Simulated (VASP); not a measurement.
Wanted: the native input for a VASP 6.6.1 run.

| Quantity | Value |
| --- | --- |
| Task | single point |
| Functional | r2SCAN |
| Potentials or basis | VASP PAW PBE potentials, release 64 (Ga_d, N) |
| Cutoff | 520 eV |
| k mesh | 10 × 10 × 10 |
| Occupations | gaussian, width 0.05 eV |
| Spin | no spin polarisation |
| Dipole correction | no |
| Further INCAR settings | ALGO = Normal; EDIFF = 1e-06; NBANDS = 16 |

The system is GaN.

```
Ga N
1.0
     0.00000    2.24894    2.24894
     2.24894    0.00000    2.24894
     2.24894    2.24894    0.00000
Ga N
1 1
Direct
  0.00000 0.00000 0.00000
  0.75963 0.74679 0.74679
```

This cell differs from its parent crystal: all N atoms moved -0.025 Å, as atom 2 towards its neighbour atom 1 (Ga) at 1.948 Å.

One way to write it, as run:

POSCAR

```
GaN
1.0
    0.0000000000      2.2489367673      2.2489367673
    2.2489367673      0.0000000000      2.2489367673
    2.2489367673      2.2489367673      0.0000000000
Ga N
1 1
Direct
    0.0000000000      0.0000000000      0.0000000000
    0.7596270537      0.7467909821      0.7467909821
```

INCAR.step1

```
PREC = Accurate ; ENCUT = 520
ISMEAR = 0 ; SIGMA = 0.05
LREAL = False ; LASPH = True
NELM = 100 ; NBANDS = 16
GGA = PE ; ALGO = Normal
EDIFF = 1E-4 ; LWAVE = True
LCHARG = False
```

INCAR.step2

```
PREC = Accurate ; ENCUT = 520
EDIFF = 1E-6 ; ISMEAR = 0
SIGMA = 0.05 ; LREAL = False
LASPH = True ; NELM = 100
ALGO = Normal ; ISIF = 2
LWAVE = False ; LCHARG = False
METAGGA = R2SCAN ; LMIXTAU = True
NBANDS = 16 ; ISTART = 1
```

KPOINTS

```
regular mesh
0
Gamma
  10 10 10
```

Potentials or basis: VASP PAW PBE potentials, release 64 (Ga_d, N).

Launch:

```bash
$ cat potpaw_PBE.64/Ga_d/POTCAR potpaw_PBE.64/N/POTCAR > POTCAR
$ cp INCAR.step1 INCAR
$ mpirun -np 1 vasp_std > vasp.out
$ cp INCAR.step2 INCAR
$ mpirun -np 1 vasp_std > vasp.out
```

It gave:

| Property | Result |
| --- | --- |
| Pressure | 1.1 GPa |
| Largest force | 0.310 eV/Å |
| Band gap on the k mesh | 2.11 eV, direct |

Caveat: the cell differs from its parent crystal (all N atoms moved -0.025 Å, as atom 2 towards its neighbour atom 1 (Ga) at 1.948 Å); the PAW data sets were made with another functional, which shifts forces and pressure a little.

Run time: 3.6 min on 1 thread of AMD EPYC 7R13, with other jobs on the host, peak memory 0.15 GiB.
